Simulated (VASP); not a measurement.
# Bi (Im-3m) in VASP: notebook

Aim: see how the results for Bi move with the level of theory and the settings. Levels: PBEsol+D3(BJ), PBEsol. Tasks: single point.

Program: VASP 6.6.1. These are calculated values, not measurements. Logs are shortened: lines on timing, memory, paths and dates and some standing lists are left out, and cuts for length are marked.

## 1. The cell of the first run

The structure is cubic, space group Im-3m (No. 229). Conventional cell: a = 3.849 Å, b = 3.849 Å, c = 3.849 Å, α = 90.00°, β = 90.00°, γ = 90.00°. Within 4.4 Å of Bi (site symmetry m-3m) lie 14 Bi at 3.33 to 3.85 Å.

## 2. Single point, PBEsol+D3(BJ)

INCAR

```
PREC = Accurate
ENCUT = 520
EDIFF = 1E-7
ISMEAR = -1
SIGMA = 0.05
LREAL = False
LASPH = True
NELM = 100
ALGO = Normal
ISIF = 2
LWAVE = False
LCHARG = False
GGA = PS
IVDW = 12
NBANDS = 14
```

KPOINTS

```
Automatic mesh
0
Gamma
  9 9 9
```

POSCAR

```
Bi
1.0
   -1.9246979255      1.9246979255      1.9246979255
    1.9246979255     -1.9246979255      1.9246979255
    1.9246979255      1.9246979255     -1.9246979255
Bi
1
Direct
    0.0000000000      0.0000000000      0.0000000000
```

Potentials or basis: VASP PAW PBE potentials, release 64 (Bi_d).

Started as:

```
> cat potpaw_PBE.64/Bi_d/POTCAR > POTCAR
> mpirun -np 1 vasp_std > vasp.out
```

OUTCAR:

```text
PREC = Accurate
   ENCUT = 520
   EDIFF = 1E-7
   ISMEAR = -1
   LREAL = False
   LASPH = True
   NELM = 100
   ISIF = 2
   GGA = PS
   IVDW = 12
 IVDW          = 12

 ion  position               nearest neighbor table
   1  0.000  0.000  0.000-

  LATTYP: Found a body centered cubic cell.
 ALAT       =     3.8493958510

  Lattice vectors:

 A1 = (  -1.9246979255,   1.9246979255,   1.9246979255)
 A2 = (   1.9246979255,  -1.9246979255,   1.9246979255)
 A3 = (   1.9246979255,   1.9246979255,  -1.9246979255)

Analysis of symmetry for initial positions (statically):
=====================================================================
 Subroutine PRICEL returns:
 Original cell was already a primitive cell.

 Routine SETGRP: Setting up the symmetry group for a
 body centered cubic supercell.

 Subroutine GETGRP returns: Found 48 space group operations
[... 9 lines left out ...]

 Routine SETGRP: Setting up the symmetry group for a
 body centered cubic supercell.

 Subroutine GETGRP returns: Found 48 space group operations
[... 11 lines left out ...]
                                     Primitive cell

  volume of cell :      28.5199

  direct lattice vectors                    reciprocal lattice vectors
    -1.924697926  1.924697926  1.924697926     0.000000000  0.259781025  0.259781025
     1.924697926 -1.924697926  1.924697926     0.259781025  0.000000000  0.259781025
     1.924697926  1.924697926 -1.924697926     0.259781025  0.259781025  0.000000000

  length of vectors
     3.333674596  3.333674596  3.333674596     0.367385849  0.367385849  0.367385849

  position of ions in fractional coordinates (direct lattice)
     0.000000000  0.000000000  0.000000000

  ion indices of the primitive-cell ions
   primitive index   ion index
                 1           1

----------------------------------------------------------------------------------------

 KPOINTS: Automatic mesh

Automatic generation of k-mesh.
 Grid dimensions read from file:
 generate k-points for:    9    9    9

 Generating k-lattice:

  Cartesian coordinates                     Fractional coordinates (reciprocal lattice)
     0.000000000  0.028864558  0.028864558     0.111111111  0.000000000  0.000000000
     0.028864558  0.000000000  0.028864558     0.000000000  0.111111111  0.000000000
     0.028864558  0.028864558  0.000000000     0.000000000  0.000000000  0.111111111

  Length of vectors
     0.040820650  0.040820650  0.040820650

  Shift w.r.t. Gamma in fractional coordinates (k-lattice)
     0.000000000  0.000000000  0.000000000

 Subroutine IBZKPT returns following result:
 ===========================================

 Found     35 irreducible k-points:

 Following reciprocal coordinates:
            Coordinates               Weight
  0.000000  0.000000  0.000000      1.000000
  0.111111  0.000000  0.000000     12.000000
  0.222222  0.000000  0.000000     12.000000
  0.333333  0.000000  0.000000     12.000000
  0.444444  0.000000  0.000000     12.000000
  0.111111  0.111111  0.000000     24.000000
[... 16 lines left out ...]
 -0.333333  0.444444  0.111111     48.000000
 -0.444444 -0.444444  0.111111     24.000000
 [... further k-points ...]
   k-points           NKPTS =     35   k-points in BZ     NKDIM =     35   number of bands    NBANDS=     14
   number of dos      NEDOS =    301   number of ions     NIONS =      1
   total plane-waves  NPLWV =  21952
   dimension x,y,z NGX =    28 NGY =   28 NGZ =   28
   dimension x,y,z NGXF=    56 NGYF=   56 NGZF=   56
   ions per type =               1
   NGX,Y,Z   is equivalent  to a cutoff of  13.96, 13.96, 13.96 a.u.
   NGXF,Y,Z  is equivalent  to a cutoff of  27.93, 27.93, 27.93 a.u.
 SYSTEM =  unknown system
   PREC   = accura    normal or accurate (medium, high low for compatibility)
   ISTART =      0    job   : 0-new  1-cont  2-samecut
   ICHARG =      2    charge: 1-file 2-atom 10-const
   ISPIN  =      1    spin polarized calculation?
   LNONCOLLINEAR =      F non collinear calculations
   LSORBIT =      F    spin-orbit coupling
   LASPH  =      T    aspherical Exc in radial PAW
   ENCUT  =  520.0 eV  38.22 Ry    6.18 a.u.   6.20  6.20  6.20*2*pi/ulx,y,z
   NELM   =    100;   NELMIN=  2; NELMDL= -5     # of ELM steps
   EDIFF  = 0.1E-06   stopping-criterion for ELM
   LREAL  =      F    real-space projection
   EDIFFG = 0.1E-05   stopping-criterion for IOM
   NSW    =      0    number of steps for IOM
   IBRION =     -1    ionic relax: 0-MD 1-quasi-New 2-CG
[... 8 lines left out ...]
   EMIN   =  10.00;   EMAX   =-10.00  energy-range for DOS
   EFERMI =   0.00;   METHOD = LEGACY
   ISMEAR =    -1;   SIGMA  =   0.05  broadening in eV -4-tet -1-fermi 0-gaus
   EFERMI_NEDOS =   21; number of points for ismear=-14 and -15
   IALGO  =     38    algorithm
   IMIX   =      4    mixing-type and parameters
     AMIX     =   0.40;   BMIX     =  1.00
     AMIX_MAG =   1.60;   BMIX_MAG =  1.00
  volume/ion in A,a.u.               =      28.52       192.46
  Fermi-wavevector in a.u.,A,eV,Ry     =   1.321466  2.497209 23.759480  1.746273
  Thomas-Fermi vector in A             =   2.451218
   LORBIT       =      0    0 simple, 1 ext, 2 COOP (PROOUT), +10 PAW based schemes
   GGA     = PS    functional components
   LHFCALC =     F    Hartree Fock is set to
   AEXX    =    0.0000 exact exchange contribution
   IVDW    =    12    specifies the selected vdW correction
   LEPSILON=     F    determine dielectric tensor
   LRPA    =     F    only Hartree local field effects (RPA)
 non-spin polarized calculation
  energy-cutoff  :      520.00
  volume of cell :       28.52
 maximum number of plane-waves:       780
 NGX is ok and might be reduce to    28
   NGX = 13   NGY = 13   NGZ = 13

 number of electron      15.0000004 magnetization

 Free energy of the ion-electron system (eV)
  ---------------------------------------------------
  ext. energy  EPLUGINS =         0.00000000
  ---------------------------------------------------
  free energy    TOTEN  =        -4.21811708 eV

  energy without entropy =       -4.21288887  energy(sigma->0) =       -4.21550298

 E-fermi :   9.0117     XC(G=0): -10.8611

 val. band max:        8.7107652197   @ k =  -0.2222   0.2222   0.2222
 cond. band min:       9.0122846775   @ k =   0.2222   0.0000   0.0000
 fundamental gap:      0.3015194578
 Fermi energy:         9.0117077864

 k-point     1 :       0.0000    0.0000    0.0000
  band No.  band energies     occupation
      1     -14.1481      2.00000
      2     -14.1481      2.00000
      3     -14.1481      2.00000
      4     -13.9759      2.00000
      5     -13.9759      2.00000
      6      -5.2954      2.00000
      7      14.6552      0.00000
      8      14.6552      0.00000
      9      14.6552      0.00000
     10      19.1703      0.00000
     11      19.3647      0.00000
     12      19.3647      0.00000
     13      19.3647      0.00000
     14      21.1538      0.00000

 k-point     2 :       0.1111    0.0000    0.0000
  band No.  band energies     occupation
      1     -14.1546      2.00000
      2     -14.1380      2.00000
      3     -14.1159      2.00000
      4     -13.9832      2.00000
      5     -13.9770      2.00000
      6      -5.0454      2.00000
      7      12.4562      0.00000
      8      13.9093      0.00000
      9      14.3905      0.00000
     10      17.8945      0.00000
     11      18.6033      0.00000
     12      19.1586      0.00000
     13      20.5389      0.00000
     14      22.1560      0.00000

 k-point     3 :       0.2222    0.0000    0.0000
  band No.  band energies     occupation
      1     -14.1710      2.00000
      2     -14.1189      2.00000
      3     -14.0334      2.00000
      4     -13.9968      2.00000
      5     -13.9797      2.00000
      6      -4.3071      2.00000
      7       9.0123      0.99423
      8      12.5270      0.00000
      9      13.7204      0.00000
     10      16.4960      0.00000
     11      17.6750      0.00000
     12      19.4508      0.00000
     13      21.4318      0.00000
     14      24.3167      0.00000

 k-point     4 :       0.3333    0.0000    0.0000
  band No.  band energies     occupation
      1     -14.1896      2.00000
      2     -14.1146      2.00000
      3     -13.9970      2.00000
      4     -13.9827      2.00000
      5     -13.9378      2.00000
      6      -3.1551      2.00000
      7       5.8613      2.00000
      8      11.3530      0.00000
      9      13.0269      0.00000
     10      15.6288      0.00000
     11      17.0394      0.00000
     12      20.4424      0.00000
     13      22.0934      0.00000
     14      26.6605      0.00000

 k-point     5 :       0.4444    0.0000    0.0000
  band No.  band energies     occupation
      1     -14.2016      2.00000
      2     -14.1226      2.00000
      3     -13.9873      2.00000
      4     -13.9845      2.00000
      5     -13.8743      2.00000
      6      -1.9586      2.00000
      7       3.6297      2.00000
      8      10.7073      0.00000
      9      12.6187      0.00000
     10      15.2177      0.00000
     11      16.7233      0.00000
[... 276 lines left out ...]
 k-point    22 :      -0.4444    0.4444    0.1111
  band No.  band energies     occupation
      1     -14.1665      2.00000
      2     -14.1104      2.00000
      3     -14.0072      2.00000
      4     -13.9925      2.00000
      5     -13.8774      2.00000
      6      -1.7525      2.00000
      7       3.8972      2.00000
      8       9.9974      0.00000
      9      11.4526      0.00000
     10      16.6376      0.00000
     11      17.7794      0.00000
     12      19.0726      0.00000
     13      21.1160      0.00000
     14      27.7625      0.00000

 k-point    23 :      -0.3333    0.4444    0.1111
  band No.  band energies     occupation
      1     -14.1335      2.00000
      2     -14.0880      2.00000
      3     -14.0230      2.00000
      4     -13.9986      2.00000
      5     -13.9093      2.00000
      6      -1.9442      2.00000
      7       5.1297      2.00000
      8       8.3209      2.00000
      9      11.8995      0.00000
     10      16.3570      0.00000
     11      17.3987      0.00000
     12      20.6959      0.00000
     13      20.9395      0.00000
     14      24.8230      0.00000

 k-point    24 :      -0.4444   -0.4444    0.1111
  band No.  band energies     occupation
      1     -14.1371      2.00000
      2     -14.0933      2.00000
      3     -14.0317      2.00000
      4     -13.9836      2.00000
      5     -13.8834      2.00000
      6      -1.2405      2.00000
      7       4.0364      2.00000
      8       7.9249      2.00000
      9      11.8044      0.00000
     10      16.5770      0.00000
     11      18.0710      0.00000
     12      19.0457      0.00000
     13      20.7409      0.00000
     14      27.2462      0.00000

 [... further k-points ...]

------------------------ aborting loop because EDIFF is reached ----------------------------------------

 Edisp (eV)   -0.57360

 E8    (eV) :    -0.4105

  FORCE on cell =-STRESS in cart. coord.  units (eV):
  Direction    XX          YY          ZZ          XY          YZ          ZX
  --------------------------------------------------------------------------------------
  -------------------------------------------------------------------------------------
  Total      -0.01071    -0.01071    -0.01071    -0.00000     0.00000     0.00000
  in kB      -0.60142    -0.60142    -0.60142    -0.00000     0.00000     0.00000
  external pressure =       -0.60 kB  Pullay stress =        0.00 kB

 VOLUME and BASIS-vectors are now :
 -----------------------------------------------------------------------------
  energy-cutoff  :      520.00
  volume of cell :       28.52
      direct lattice vectors                 reciprocal lattice vectors
    -1.924697926  1.924697926  1.924697926     0.000000000  0.259781025  0.259781025
     1.924697926 -1.924697926  1.924697926     0.259781025  0.000000000  0.259781025
     1.924697926  1.924697926 -1.924697926     0.259781025  0.259781025  0.000000000

 POSITION                                       TOTAL-FORCE (eV/Angst)
 -----------------------------------------------------------------------------------
      0.00000      0.00000      0.00000         0.000000      0.000000     -0.000000
 -----------------------------------------------------------------------------------
    total drift:                               -0.000000     -0.000000     -0.000000

  FREE ENERGIE OF THE ION-ELECTRON SYSTEM (eV)
  ---------------------------------------------------
  free  energy   TOTEN  =        -4.7917194866 eV

  energy  without entropy=       -4.7864912738  energy(sigma->0) =       -4.78910538
```

It took 23 s on 1 thread of Intel Xeon 8259CL, shared host; peak memory 0.17 GiB.

What came out:

```
Free energy                : -4.7917 eV
Pressure                   : -0.1 GPa
Dispersion energy per atom : -0.574 eV
```

Caveat: the PAW data sets were made with another functional, which shifts forces and pressure a little; spin-orbit coupling is left out, which moves the levels of the heavy elements; pairwise dispersion overbinds metals, which lowers pressure and volume.

## 3. Single point, PBEsol+D3(BJ)

This run uses another cell than the first one, of 28.69 Å³/atom, 1.006 times its volume.

INCAR

```
SYSTEM = Bi
PREC     = Accurate       ! precision mode
ENCUT    = 520            ! plane-wave cutoff, eV
EDIFF    = 1E-7           ! SCF threshold, eV
ISMEAR   = -1             ! smearing method
SIGMA    = 0.05           ! smearing width, eV
LREAL    = .FALSE.        ! projectors in reciprocal space
LASPH    = .TRUE.         ! aspherical terms in the spheres
NELM     = 80             ! most SCF steps
ALGO     = Fast           ! electronic algorithm
ISIF     = 2              ! what is computed and relaxed
LWAVE    = .FALSE.        ! write WAVECAR
LCHARG   = .TRUE.         ! write CHGCAR
GGA      = PS             ! functional
IVDW     = 12             ! dispersion correction
LELF     = .TRUE.         ! ELF
LVHAR    = .TRUE.       
NBANDS   = 14             ! bands
```

KPOINTS

```
regular mesh
0
G
  9 9 9
  0 0 0
```

POSCAR

```
Bi
1.0
   -1.9284978016      1.9284978016      1.9284978016
    1.9284978016     -1.9284978016      1.9284978016
    1.9284978016      1.9284978016     -1.9284978016
Bi
1
Direct
    0.0000000000      0.0000000000      0.0000000000
```

Potentials or basis: VASP PAW PBE potentials, release 64 (Bi_d).

Started as:

```
> cat potpaw_PBE.64/Bi_d/POTCAR > POTCAR
> mpirun -np 1 vasp_std > vasp.out
```

Wall time 39 s (1 thread of Intel Xeon 8259CL, shared host); peak memory 0.16 GiB.

It converged, with:

```yaml
Free_energy: -4.7915 eV
Pressure: -0.4 GPa
Dispersion_energy_per_atom: -0.570 eV
```

Levels at points of the mesh, in eV from the Fermi level:
| k point | band 4 | band 5 | band 6 | band 7 | band 8 | band 9 | band 10 | band 11 |
| --- | --- | --- | --- | --- | --- | --- | --- | --- |
| (0.00, 0.00, 0.00) | -22.98 | -22.98 | -14.26 | 5.60 | 5.60 | 5.60 | 10.08 | 10.36 |

Caveat: three body term missing; the PAW data sets were made with another functional, which shifts forces and pressure a little; spin-orbit coupling is left out, which moves the levels of the heavy elements; pairwise dispersion overbinds metals, which lowers pressure and volume.

[end of part 1 of 2]
